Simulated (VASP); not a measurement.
# Re (P6_3/mmc) in VASP: settings compared, part 2 of 2

VASP 6.6.1.

### Step 6. Single point, LDA

This run uses another cell than the first one, of 14.13 Å³/atom.

Contents of INCAR:

```
PREC = Accurate
ENCUT = 560
EDIFF = 1E-6
ISMEAR = -1
SIGMA = 0.05
LREAL = F
LASPH = T
NELM = 120
ALGO = Normal
ISIF = 2
LWAVE = F
LCHARG = F
NBANDS = 22
GGA_COMPAT = F
```

Contents of KPOINTS:

```
regular mesh
0
Gamma
  11 11 6
```

Contents of POSCAR:

```
Re
1.0
    2.7234873179      0.0000000000      0.0000000000
   -1.3617436590      2.3586092042      0.0000000000
    0.0000000000      0.0000000000      4.3979466679
Re
2
Direct
    0.6666666667      0.3333333333      0.7500000000
    0.3333333333      0.6666666667      0.2500000000
```

Potentials or basis: VASP PAW LDA potentials, release 64 (Re_sv_GW).

The run is started by

```
cat potpaw_LDA.64/Re_sv_GW/POTCAR > POTCAR
mpirun -np 1 vasp_std > vasp.out
```

OUTCAR:

```text
PREC = Accurate
   ENCUT = 560
   EDIFF = 1E-6
   ISMEAR = -1
   LREAL = F
   LASPH = T
   NELM = 120
   ISIF = 2

 ion  position               nearest neighbor table
   1  0.667  0.333  0.750-   2 2.70   2 2.70   2 2.70   2 2.70   2 2.70   2 2.70
   2  0.333  0.667  0.250-   1 2.70   1 2.70   1 2.70   1 2.70   1 2.70   1 2.70

  LATTYP: Found a hexagonal cell.
 ALAT       =     2.7234873179
 C/A-ratio  =     1.6148217908

  Lattice vectors:

 A1 = (   2.7234873179,   0.0000000000,   0.0000000000)
 A2 = (  -1.3617436590,   2.3586092042,   0.0000000000)
 A3 = (   0.0000000000,   0.0000000000,   4.3979466679)

Analysis of symmetry for initial positions (statically):
=====================================================================
 Subroutine PRICEL returns:
 Original cell was already a primitive cell.

 Routine SETGRP: Setting up the symmetry group for a
 hexagonal supercell.

 Subroutine GETGRP returns: Found 24 space group operations
 (whereof 12 operations were pure point group operations)
 out of a pool of 24 trial point group operations.

The static configuration has the point symmetry D_3d.
[... 159 lines left out ...]
  free energy    TOTEN  =       -30.74998809 eV

  energy without entropy =      -30.73799907  energy(sigma->0) =      -30.74399358

 E-fermi :  13.5202     XC(G=0): -14.6645

 val. band max:       13.4565391017   @ k =   0.4545   0.0909   0.1667
 cond. band min:      13.5384908491   @ k =   0.1818   0.0909   0.0000
 fundamental gap:      0.0819517474
 Fermi energy:        13.5202322493

 k-point     1 :       0.0000    0.0000    0.0000
  band No.  band energies     occupation
      1     -65.9274      2.00000
      2     -65.7764      2.00000
      3     -28.7508      2.00000
      4     -27.5245      2.00000
      5     -27.5245      2.00000
      6     -27.3218      2.00000
[... 589 lines left out ...]
     21      25.0967      0.00000
     22      29.7323      0.00000

 [... further k-points ...]

------------------------ aborting loop because EDIFF is reached ----------------------------------------

  FORCE on cell =-STRESS in cart. coord.  units (eV):
  Direction    XX          YY          ZZ          XY          YZ          ZX
  --------------------------------------------------------------------------------------
  -------------------------------------------------------------------------------------
  Total        1.0574140      1.0574140      0.9990048     -0.0000000      0.0000000      0.0000000
  in kB       59.9686589     59.9686589     56.6561253     -0.0000000      0.0000000      0.0000000
  external PRESSURE =      58.8644810 kB  Pullay stress =       0.0000000 kB

 VOLUME and BASIS-vectors are now :
 -----------------------------------------------------------------------------
  energy-cutoff  :      560.00
  volume of cell :       28.25
      direct lattice vectors                 reciprocal lattice vectors
     2.723487318  0.000000000  0.000000000     0.367176301  0.211989336  0.000000000
    -1.361743659  2.358609204  0.000000000     0.000000000  0.423978673  0.000000000
     0.000000000  0.000000000  4.397946668     0.000000000  0.000000000  0.227378837

 POSITION                                       TOTAL-FORCE (eV/Angst)
 -----------------------------------------------------------------------------------
      1.36174      0.78620      3.29846         0.000000      0.000000      0.000000
     -0.00000      1.57241      1.09949        -0.000000      0.000000      0.000000
 -----------------------------------------------------------------------------------
    total drift:                               -0.000000      0.000000     -0.000000

  FREE ENERGIE OF THE ION-ELECTRON SYSTEM (eV)
  ---------------------------------------------------
  free  energy   TOTEN  =       -30.7499880901 eV

  energy  without entropy=      -30.7379990665  energy(sigma->0) =      -30.74399358
```

OSZICAR:

```text
N       E                     dE             d eps       ncg     rms          rms(c)
DAV:   1     0.286608253423E+03    0.28661E+03   -0.21813E+04  2904   0.152E+03
DAV:   2    -0.199475824223E+02   -0.30656E+03   -0.29512E+03  3504   0.439E+02
DAV:   3    -0.327585805625E+02   -0.12811E+02   -0.12677E+02  3422   0.837E+01
DAV:   4    -0.328906723774E+02   -0.13209E+00   -0.13204E+00  3074   0.853E+00
DAV:   5    -0.328916929848E+02   -0.10206E-02   -0.10206E-02  3452   0.679E-01    0.157E+02
DAV:   6    -0.310606076303E+02    0.18311E+01   -0.26529E+00  3092   0.115E+01    0.930E+01
DAV:   7    -0.308297923442E+02    0.23082E+00   -0.20840E+00  3294   0.954E+00    0.868E+00
DAV:   8    -0.307497541299E+02    0.80038E-01   -0.29620E-01  3050   0.409E+00    0.151E+00
DAV:   9    -0.307500324561E+02   -0.27833E-03   -0.35146E-03  3324   0.514E-01    0.136E+00
DAV:  10    -0.307499882149E+02    0.44241E-04   -0.22434E-04  3130   0.119E-01    0.954E-02
DAV:  11    -0.307499880901E+02    0.12477E-06   -0.32495E-06  3356   0.143E-02
   1 F= -.30749988E+02 E0= -.30743994E+02  d E =-.119890E-01
```

It took 20 s on 1 thread of Intel Xeon Platinum 8488C (Sapphire Rapids), shared host; peak memory 0.17 GiB.

What came out:

```yaml
Free_energy: -30.7500 eV
Pressure: 5.9 GPa
Band_gap_on_the_k_mesh: zero (bands 15 and 16 overlap by 3.43 eV)
```

Stress tensor (GPa, compression positive):
```
6.00 0.00 0.00
0.00 6.00 0.00
0.00 0.00 5.67
```

Caveat: the cell stands under pressure; spin-orbit coupling is left out, which moves the levels of the heavy elements.

### Step 7. Overview

| level | potentials or basis | cell | gap on the mesh (eV) | pressure (GPa) |
| --- | --- | --- | --- | --- |
| BLYP | VASP PAW PBE potentials, release 64 (Re_sv_GW) | a = 2.813, b = 2.813, c = 4.531 Å, angles 90.0, 90.0, 120.0°, 2 atoms | none | 0.0 |
| LDA | VASP PAW LDA potentials, release 64 (Re_sv_GW) | a = 2.742, b = 2.742, c = 4.428 Å, angles 90.0, 90.0, 120.0°, 2 atoms | none | -2.6 |
| LDA | VASP PAW LDA potentials, release 64 (Re_sv_GW) | a = 2.723, b = 2.723, c = 4.398 Å, angles 90.0, 90.0, 120.0°, 2 atoms | none | 5.9 |
| BLYP+D3(BJ) | VASP PAW PBE potentials, release 64 (Re_sv_GW) | a = 2.723, b = 2.723, c = 4.398 Å, angles 90.0, 90.0, 120.0°, 2 atoms | none | 18.5 |

Alike in all rows: task single point; no spin polarisation; k mesh 11 × 11 × 6; cutoff (eV) 560; smearing fermi-dirac 0.05 eV.

Caveats: spin-orbit coupling is left out, which moves the levels of the heavy elements; the PAW data sets were made with another functional, which shifts forces and pressure a little (at least some runs); the cell stands under pressure (at least some runs); the dispersion term is far too large for a dense solid, which distorts pressure and volume (at least some runs).

Absolute energies hang on the potentials; compare differences alone.

The gap in the log of VASP goes by the Fermi energy; the results here count the filled bands.